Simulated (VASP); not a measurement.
# Mg7FeO8 (Fm-3m) in VASP: single point with PBE

Aim: the single point of Mg7FeO8 with PBE.

All numbers are computed with VASP 6.6.1; they aren't measurements. Logs are shortened: lines on timing, memory, paths and dates and some standing lists are left out, and cuts for length are marked.

## 1. The cell of the first run

Symmetry: Fm-3m, No. 225, cubic system. Conventional cell: a = 8.424 Å, b = 8.424 Å, c = 8.424 Å, α = 90.00°, β = 90.00°, γ = 90.00°. Fe (site symmetry m-3m) has 6 O at 2.11 Å within 2.8 Å. O (site symmetry -43m) has 6 Mg at 2.11 Å within 2.8 Å. O (site symmetry 4mm) has 1 Fe at 2.11 Å and 5 Mg at 2.11 Å within 2.8 Å. Mg (site symmetry mmm) has 6 O at 2.11 Å within 2.8 Å. Within 2.8 Å of Mg (site symmetry m-3m) lie 6 O at 2.11 Å.

## 2. Single point, PBE, collinear spin, ferromagnetic start

Contents of INCAR:

```
SYSTEM = Mg7FeO8
ALGO = Normal
EDIFF = 1E-6
ENCUT = 600
GGA = PE
GGA_COMPAT = .False.
ISIF = 2
ISMEAR = -1
ISPIN = 2
ISYM = 0
LASPH = .True.
LCHARG = .False.
LMAXMIX = 4
LORBIT = 11
LREAL = .False.
LWAVE = .False.
MAGMOM = 4 0 0 0 0 0 0 0 0 0 0 0 0 0 0 0
NBANDS = 53
NELM = 200
PREC = Accurate
SIGMA = 0.01
```

Contents of KPOINTS:

```
k-points
0
Gamma
  1 1 1
  0 0 0
```

Contents of POSCAR:

```
Mg7FeO8
1.0
    0.0000000000      4.2120000000      4.2120000000
    4.2120000000      0.0000000000      4.2120000000
    4.2120000000      4.2120000000      0.0000000000
Fe O Mg
1 8 7
Direct
    0.0000000000      0.0000000000      0.0000000000
    0.2500000000      0.2500000000      0.2500000000
    0.2500000000      0.2500000000      0.7500000000
    0.2500000000      0.7500000000      0.2500000000
    0.2500000000      0.7500000000      0.7500000000
    0.7500000000      0.2500000000      0.2500000000
    0.7500000000      0.2500000000      0.7500000000
    0.7500000000      0.7500000000      0.2500000000
    0.7500000000      0.7500000000      0.7500000000
    0.0000000000      0.0000000000      0.5000000000
    0.0000000000      0.5000000000      0.0000000000
    0.0000000000      0.5000000000      0.5000000000
    0.5000000000      0.0000000000      0.0000000000
    0.5000000000      0.0000000000      0.5000000000
    0.5000000000      0.5000000000      0.0000000000
    0.5000000000      0.5000000000      0.5000000000
```

Potentials or basis: VASP PAW PBE potentials, release 64 (Fe, O, Mg).

Launch:

```sh
cat potpaw_PBE.64/Fe/POTCAR potpaw_PBE.64/O/POTCAR potpaw_PBE.64/Mg/POTCAR > POTCAR
mpirun -np 1 vasp_gam > vasp.out
```

OUTCAR:

```text
SYSTEM = Mg7FeO8
   EDIFF = 1E-6
   ENCUT = 600
   GGA = PE
   ISIF = 2
   ISMEAR = -1
   ISPIN = 2
   ISYM = 0
   LASPH = .True.
   LORBIT = 11
   LREAL = .False.
   NELM = 200
   PREC = Accurate

 ion  position               nearest neighbor table
   1  0.000  0.000  0.000-   3 2.11   4 2.11   5 2.11   6 2.11   7 2.11   8 2.11  10 2.98  11 2.98
                            13 2.98  10 2.98  12 2.98  14 2.98  11 2.98  12 2.98  15 2.98  13 2.98
   2  0.250  0.250  0.250-  10 2.11  11 2.11  12 2.11  13 2.11  14 2.11  15 2.11
   3  0.250  0.250  0.750-   1 2.11  11 2.11  12 2.11  13 2.11  14 2.11  16 2.11
   4  0.250  0.750  0.250-   1 2.11  10 2.11  12 2.11  13 2.11  15 2.11  16 2.11
   5  0.250  0.750  0.750-   1 2.11  10 2.11  11 2.11  14 2.11  15 2.11  16 2.11
   6  0.750  0.250  0.250-   1 2.11  10 2.11  11 2.11  14 2.11  15 2.11  16 2.11
   7  0.750  0.250  0.750-   1 2.11  10 2.11  12 2.11  13 2.11  15 2.11  16 2.11
   8  0.750  0.750  0.250-   1 2.11  11 2.11  12 2.11  13 2.11  14 2.11  16 2.11
   9  0.750  0.750  0.750-  10 2.11  11 2.11  12 2.11  13 2.11  14 2.11  15 2.11
  10  0.000  0.000  0.500-   2 2.11   4 2.11   5 2.11   6 2.11   7 2.11   9 2.11   1 2.98  12 2.98
                            14 2.98   1 2.98  11 2.98  13 2.98  11 2.98  12 2.98  16 2.98  13 2.98
  11  0.000  0.500  0.000-   2 2.11   3 2.11   5 2.11   6 2.11   8 2.11   9 2.11   1 2.98  12 2.98
                            15 2.98  10 2.98  12 2.98  16 2.98   1 2.98  10 2.98  13 2.98  13 2.98
  12  0.000  0.500  0.500-   2 2.11   3 2.11   4 2.11   7 2.11   8 2.11   9 2.11  10 2.98  11 2.98
                            16 2.98   1 2.98  11 2.98  15 2.98   1 2.98  10 2.98  14 2.98  14 2.98
  13  0.500  0.000  0.000-   2 2.11   3 2.11   4 2.11   7 2.11   8 2.11   9 2.11   1 2.98  14 2.98
                            15 2.98  10 2.98  14 2.98  16 2.98  11 2.98  15 2.98  16 2.98   1 2.98
  14  0.500  0.000  0.500-   2 2.11   3 2.11   5 2.11   6 2.11   8 2.11   9 2.11  10 2.98  13 2.98
                            16 2.98   1 2.98  13 2.98  15 2.98  12 2.98  15 2.98  16 2.98   1 2.98
  15  0.500  0.500  0.000-   2 2.11   4 2.11   5 2.11   6 2.11   7 2.11   9 2.11  11 2.98  13 2.98
                            16 2.98  12 2.98  14 2.98  16 2.98   1 2.98  13 2.98  14 2.98   1 2.98
  16  0.500  0.500  0.500-   3 2.11   4 2.11   5 2.11   6 2.11   7 2.11   8 2.11  12 2.98  14 2.98
                            15 2.98  11 2.98  13 2.98  15 2.98  10 2.98  13 2.98  14 2.98  10 2.98

IMPORTANT INFORMATION: All symmetrisations will be switched off!
NOSYMM: (Re-)initialisation of all symmetry stuff for point group C_1.

----------------------------------------------------------------------------------------

                                     Primitive cell

  volume of cell :     149.4497

  direct lattice vectors                    reciprocal lattice vectors
     0.000000000  4.212000000  4.212000000    -0.118708452  0.118708452  0.118708452
     4.212000000  0.000000000  4.212000000     0.118708452 -0.118708452  0.118708452
     4.212000000  4.212000000  0.000000000     0.118708452  0.118708452 -0.118708452

  length of vectors
     5.956667525  5.956667525  5.956667525     0.205609070  0.205609070  0.205609070

  position of ions in fractional coordinates (direct lattice)
     0.000000000  0.000000000  0.000000000
     0.250000000  0.250000000  0.250000000
     0.250000000  0.250000000  0.750000000
     0.250000000  0.750000000  0.250000000
     0.250000000  0.750000000  0.750000000
     0.750000000  0.250000000  0.250000000
[... 8 lines left out ...]
     0.500000000  0.500000000  0.000000000
     0.500000000  0.500000000  0.500000000

  ion indices of the primitive-cell ions
   primitive index   ion index
                 1           1
                 2           2
                 3           3
                 4           4
                 5           5
                 6           6
[... 8 lines left out ...]
                15          15
                16          16

----------------------------------------------------------------------------------------

 KPOINTS: k-points

Automatic generation of k-mesh.
 Grid dimensions read from file:
 generate k-points for:    1    1    1

 Generating k-lattice:

  Cartesian coordinates                     Fractional coordinates (reciprocal lattice)
    -0.118708452  0.118708452  0.118708452     1.000000000  0.000000000  0.000000000
     0.118708452 -0.118708452  0.118708452     0.000000000  1.000000000  0.000000000
     0.118708452  0.118708452 -0.118708452     0.000000000  0.000000000  1.000000000

  Length of vectors
     0.205609070  0.205609070  0.205609070

  Shift w.r.t. Gamma in fractional coordinates (k-lattice)
     0.000000000  0.000000000  0.000000000

 Subroutine IBZKPT returns following result:
 ===========================================

 Found      1 irreducible k-points:

 Following reciprocal coordinates:
            Coordinates               Weight
  0.000000  0.000000  0.000000      1.000000
   k-points           NKPTS =      1   k-points in BZ     NKDIM =      1   number of bands    NBANDS=     53
   number of dos      NEDOS =    301   number of ions     NIONS =     16
   total plane-waves  NPLWV = 110592
   dimension x,y,z NGX =    48 NGY =   48 NGZ =   48
   dimension x,y,z NGXF=    96 NGYF=   96 NGZF=   96
   ions per type =               1   8   7
   NGX,Y,Z   is equivalent  to a cutoff of  13.40, 13.40, 13.40 a.u.
   NGXF,Y,Z  is equivalent  to a cutoff of  26.79, 26.79, 26.79 a.u.
 SYSTEM =  Mg7FeO8
   PREC   = accura    normal or accurate (medium, high low for compatibility)
   ISTART =      0    job   : 0-new  1-cont  2-samecut
   ICHARG =      2    charge: 1-file 2-atom 10-const
   ISPIN  =      2    spin polarized calculation?
   LNONCOLLINEAR =      F non collinear calculations
   LSORBIT =      F    spin-orbit coupling
   LASPH  =      T    aspherical Exc in radial PAW
   ENCUT  =  600.0 eV  44.10 Ry    6.64 a.u.  11.90 11.90 11.90*2*pi/ulx,y,z
   NELM   =    200;   NELMIN=  2; NELMDL= -5     # of ELM steps
   EDIFF  = 0.1E-05   stopping-criterion for ELM
   LREAL  =      F    real-space projection
   EDIFFG = 0.1E-04   stopping-criterion for IOM
   NSW    =      0    number of steps for IOM
   IBRION =     -1    ionic relax: 0-MD 1-quasi-New 2-CG
   NFREE  =      0    steps in history (QN), initial steepest desc. (CG)
   ISIF   =      2    stress and relaxation
   ISYM   =      0    0-nonsym 1-usesym 2-fastsym
   POTIM  = 0.5000    time-step for ionic-motion
   TEBEG  =    0.0;   TEEND  =   0.0 temperature during run
   PSTRESS=    0.0 pullay stress
   NELECT =      70.0000    total number of electrons
   NUPDOWN=      -1.0000    fix difference up-down
   EMIN   =  10.00;   EMAX   =-10.00  energy-range for DOS
   EFERMI =   0.00;   METHOD = LEGACY
   ISMEAR =    -1;   SIGMA  =   0.01  broadening in eV -4-tet -1-fermi 0-gaus
   EFERMI_NEDOS =   21; number of points for ismear=-14 and -15
   IALGO  =     38    algorithm
   IMIX   =      4    mixing-type and parameters
     AMIX     =   0.40;   BMIX     =  1.00
     AMIX_MAG =   1.60;   BMIX_MAG =  1.00
  volume/ion in A,a.u.               =       9.34        63.03
  Fermi-wavevector in a.u.,A,eV,Ry     =   1.271381  2.402562 21.992598  1.616410
  Thomas-Fermi vector in A             =   2.404317
   LORBIT       =     11    0 simple, 1 ext, 2 COOP (PROOUT), +10 PAW based schemes
   GGA     = PE    functional components
   LHFCALC =     F    Hartree Fock is set to
   AEXX    =    0.0000 exact exchange contribution
   IVDW    =     0    specifies the selected vdW correction
   LEPSILON=     F    determine dielectric tensor
   LRPA    =     F    only Hartree local field effects (RPA)
 spin polarized calculation
  energy-cutoff  :      600.00
  volume of cell :      149.45
 maximum number of plane-waves:      2515
 NGX is ok and might be reduce to    48
   NGX = 23   NGY = 23   NGZ = 23

 number of electron      70.0000037 magnetization      -0.0193193

 number of electron      70.0000037 magnetization       0.0008348

 Free energy of the ion-electron system (eV)
  ---------------------------------------------------
  ext. energy  EPLUGINS =         0.00000000
  ---------------------------------------------------
  free energy    TOTEN  =       -91.79511974 eV

  energy without entropy =      -91.79511974  energy(sigma->0) =      -91.79511974

 E-fermi :   6.1473     XC(G=0): -11.1911

 val. band max:        5.8266006194   @ k =   0.0000   0.0000   0.0000
 cond. band min:       7.6014586681   @ k =   0.0000   0.0000   0.0000
 fundamental gap:      1.7748580488
 Fermi energy:         6.1473257367

 spin component 1

 k-point     1 :       0.0000    0.0000    0.0000
  band No.  band energies     occupation
      1     -13.8466      1.00000
      2     -12.5856      1.00000
      3     -12.5856      1.00000
      4     -12.5855      1.00000
      5     -12.3764      1.00000
      6     -12.3764      1.00000
[... 39 lines left out ...]
     46      13.2317      0.00000
     47      13.2339      0.00000
 Fermi energy:         6.1473257367

 spin component 2

 k-point     1 :       0.0000    0.0000    0.0000
  band No.  band energies     occupation
      1     -13.8464      1.00000
      2     -12.5854      1.00000
      3     -12.5853      1.00000
      4     -12.5853      1.00000
      5     -12.3762      1.00000
      6     -12.3761      1.00000
[... 39 lines left out ...]
     46      13.2317      0.00000
     47      13.2339      0.00000
 [bands above 47 left out]

------------------------ aborting loop because EDIFF is reached ----------------------------------------

  FORCE on cell =-STRESS in cart. coord.  units (eV):
  Direction    XX          YY          ZZ          XY          YZ          ZX
  --------------------------------------------------------------------------------------
  -------------------------------------------------------------------------------------
  Total        2.2803220      2.2794030      2.2786917      0.0000570      0.0000157     -0.0000067
  in kB       24.4462173     24.4363656     24.4287401      0.0006107      0.0001686     -0.0000722
  external PRESSURE =      24.4371077 kB  Pullay stress =       0.0000000 kB

 VOLUME and BASIS-vectors are now :
 -----------------------------------------------------------------------------
  energy-cutoff  :      600.00
  volume of cell :      149.45
      direct lattice vectors                 reciprocal lattice vectors
     0.000000000  4.212000000  4.212000000    -0.118708452  0.118708452  0.118708452
     4.212000000  0.000000000  4.212000000     0.118708452 -0.118708452  0.118708452
     4.212000000  4.212000000  0.000000000     0.118708452  0.118708452 -0.118708452

 POSITION                                       TOTAL-FORCE (eV/Angst)
 -----------------------------------------------------------------------------------
      0.00000      0.00000      0.00000         0.000001     -0.000012     -0.000002
      2.10600      2.10600      2.10600         0.000005      0.000005     -0.000002
      4.21200      4.21200      2.10600         0.000002     -0.000009     -0.228106
      4.21200      2.10600      4.21200         0.000002     -0.227995     -0.000004
      6.31800      4.21200      4.21200         0.227846     -0.000007     -0.000005
      2.10600      4.21200      4.21200        -0.227840      0.000001      0.000006
[... 8 lines left out ...]
      2.10600      2.10600      4.21200        -0.000004     -0.000006     -0.000006
      4.21200      4.21200      4.21200         0.000004     -0.000000      0.000001
 -----------------------------------------------------------------------------------
    total drift:                                0.000013     -0.000001     -0.000024

  FREE ENERGIE OF THE ION-ELECTRON SYSTEM (eV)
  ---------------------------------------------------
  free  energy   TOTEN  =       -91.7951197419 eV

  energy  without entropy=      -91.7951197419  energy(sigma->0) =      -91.79511974

 total charge

# of ion       s       p       d       tot
------------------------------------------
    1        0.252   0.390   6.420   7.062
    2        1.504   3.653   0.000   5.157
    3        1.509   3.610   0.000   5.119
    4        1.509   3.610   0.000   5.119
    5        1.509   3.610   0.000   5.119
    6        1.509   3.610   0.000   5.119
[... 8 lines left out ...]
   15        0.124   0.173   0.087   0.384
   16        0.127   0.180   0.077   0.384
--------------------------------------------------
tot         13.183  30.572   7.020  50.776

 magnetization (x)

# of ion       s       p       d       tot
------------------------------------------
    1       -0.000  -0.000  -0.000  -0.000
    2        0.000   0.000   0.000   0.000
    3        0.000   0.000   0.000   0.000
    4        0.000   0.000   0.000   0.000
    5        0.000   0.000   0.000   0.000
    6        0.000   0.000   0.000   0.000
[... 8 lines left out ...]
   15       -0.000  -0.000  -0.000  -0.000
   16        0.000   0.000   0.000   0.000
--------------------------------------------------
tot          0.000   0.000  -0.000   0.000
```

Wall time 70 s (1 thread of Intel Xeon Platinum 8488C (Sapphire Rapids), shared host); peak memory 0.39 GiB.

What came out:

| Quantity | Value |
| --- | --- |
| Free energy | -91.7951 eV |
| Pressure | 2.4 GPa |
| Band gap on the k mesh | 1.77 eV |
| Net moment | 0.00 μB per cell |
| Valence electrons inside the program's atomic spheres | Fe 7.06; O 5.16, 5.12; Mg 0.38 |

Caveat: the k points lie up to 1.29 Å⁻¹ apart; the starting moments collapsed, and a magnetic state may lie lower. As with any semilocal functional, this PBE gap is likely too small.
